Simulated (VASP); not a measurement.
Rh: single point with LDA

Rh:

```xyz
4
Lattice="2.5599 0.0000 0.0000 -1.2799 2.5543 0.0000 0.0000 0.0000 8.0316" Properties=species:S:1:pos:R:3 pbc="T T T"
Rh    0.0000    0.0000    0.0000
Rh    0.0000    1.7029    2.0079
Rh    0.0000    0.0000    4.0158
Rh    1.2799    0.8514    6.0237
```

This cell differs from its parent crystal: strain +e along x and -e along y -0.0733, strain +e along z and -e/2 along x and y -0.0733.

| Item | Value |
| --- | --- |
| Program | VASP 6.6.1 |
| Task | single point |
| Functional | LDA |
| Potentials or basis | VASP PAW LDA potentials, release 64 (Rh_pv) |
| Cutoff | 520 eV |
| k mesh | 18 × 18 × 6 |
| Occupations | gaussian, width 0.15 eV |
| Spin | no spin polarisation |
| Dipole correction | no |
| Further INCAR settings | ALGO = Fast; EDIFF = 1e-06; NBANDS = 38 |

The pressure is 12.9 GPa and the largest force is 0.557 eV/Å. The band gap on the k mesh is zero (bands 30 and 31 overlap by 2.27 eV).

Forces in eV/Å, atoms in the order of the input:
```
Rh   0.000  0.000  0.000
Rh   0.000 -0.557  0.000
Rh   0.000  0.000  0.000
Rh   0.000  0.557  0.000
```

Stress tensor (GPa, compression positive):
```
 22.69   0.00   0.00
  0.00 -15.69   0.00
  0.00   0.00  31.66
```

Levels at points of the mesh, in eV from the Fermi level:
| k point | band 26 | band 27 | band 28 | band 29 | band 30 | band 31 | band 32 | band 33 | band 34 | band 35 |
| --- | --- | --- | --- | --- | --- | --- | --- | --- | --- | --- |
| (0.00, 0.00, 0.00) | -2.21 | -1.83 | -1.82 | -1.65 | -1.23 | -1.03 | -0.39 | 0.22 | 0.57 | 1.04 |
| (0.50, 0.00, 0.00) | -0.11 | -0.08 | 0.17 | 0.37 | 1.12 | 1.25 | 1.39 | 1.51 | 2.79 | 4.89 |
| (0.00, 0.50, 0.00) | 0.08 | 0.16 | 0.21 | 0.24 | 0.54 | 0.65 | 0.66 | 1.39 | 1.44 | 3.40 |
| (0.00, 0.00, 0.50) | -2.31 | -1.58 | -1.58 | -0.69 | -0.69 | -0.41 | -0.41 | 0.01 | 0.01 | 0.49 |
| (0.50, 0.00, 0.50) | -0.98 | -0.23 | -0.23 | 0.19 | 0.19 | 0.58 | 0.58 | 3.34 | 3.34 | 4.89 |
| (0.00, 0.50, 0.50) | -1.28 | -0.04 | -0.04 | 0.15 | 0.15 | 0.74 | 0.74 | 2.07 | 2.07 | 3.40 |

It took 6.8 min on 1 thread of Intel(R) Xeon(R) Platinum 8488C (Sapphire Rapids), on a shared host, peak memory 0.54 GiB.

Caveat: the cell differs from its parent crystal (strain +e along x and -e along y -0.0733, strain +e along z and -e/2 along x and y -0.0733); the stress differs along the axes, from -16 to 32 GPa.
